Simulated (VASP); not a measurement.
Crystal: Al.

```
CELL_PARAMETERS angstrom
3.28998 1.89947 5.61075
-3.28998 1.89947 5.61075
0.00000 -3.79895 5.61075
ATOMIC_POSITIONS crystal
Al 0.01019 0.65361 0.01019
Al 0.01019 0.01019 0.65361
Al 0.65361 0.01019 0.01019
Al 0.98981 0.34639 0.98981
Al 0.34639 0.98981 0.98981
Al 0.98981 0.98981 0.34639
Al 0.22118 0.63060 0.22118
Al 0.22118 0.22118 0.63060
Al 0.63060 0.22118 0.22118
Al 0.77882 0.36940 0.77882
Al 0.36940 0.77882 0.77882
Al 0.77882 0.77882 0.36940
```

| Quantity | Value |
| --- | --- |
| Program | VASP 6.6.1 |
| Task | relaxation of cell and atoms |
| Functional | PBE |
| Potentials or basis | VASP PAW PBE potentials, release 64 (Al) |
| Cutoff | 600 eV |
| k mesh | 3 × 3 × 3 |
| Occupations | gaussian, width 0.1 eV |
| Spin | no spin polarisation |

At the start: pressure 34.5 GPa; volume 17.53 Å³/atom.

Question: Where does the relaxation end?

Answer: Over 9 steps the energy falls by 609.9 meV/atom and the volume is 23.63 Å³/atom (+34.8 %); space group R-3m (No. 166, to 0.05 Å).

Step by step:
```tsv
step	energy change (eV)	largest force (eV/Å)	pressure (GPa)	volume (Å³)
1	0.0000	3.2919	34.53	210.38
2	-5.2191	0.9307	-6.87	347.45
3	-7.1023	0.7245	0.10	284.50
4	-7.1020	0.7204	0.41	282.88
5	-7.2464	0.3129	-0.10	285.13
6	-7.2590	0.3693	-0.23	286.04
7	-7.2941	0.2283	-0.15	285.09
8	-7.3112	0.1337	0.00	283.82
9	-7.3190	0.0358	-0.10	283.56
```

Final structure:
```
Al
1.0
     3.54969    2.04942    6.49642
    -3.54969    2.04942    6.49642
     0.00000   -4.09883    6.49642
Al
12
Direct
  0.02010 0.64127 0.02010
  0.02010 0.02010 0.64127
  0.64127 0.02010 0.02010
  0.97990 0.35873 0.97990
  0.35873 0.97990 0.97990
  0.97990 0.97990 0.35873
  0.22852 0.61912 0.22852
  0.22852 0.22852 0.61912
  0.61912 0.22852 0.22852
  0.77148 0.38088 0.77148
  0.38088 0.77148 0.77148
  0.77148 0.77148 0.38088
```

Caveat: the k points lie up to 0.36 Å⁻¹ apart in the final cell; the volume moved by over 15 % at a fixed basis, so the end points are rough.
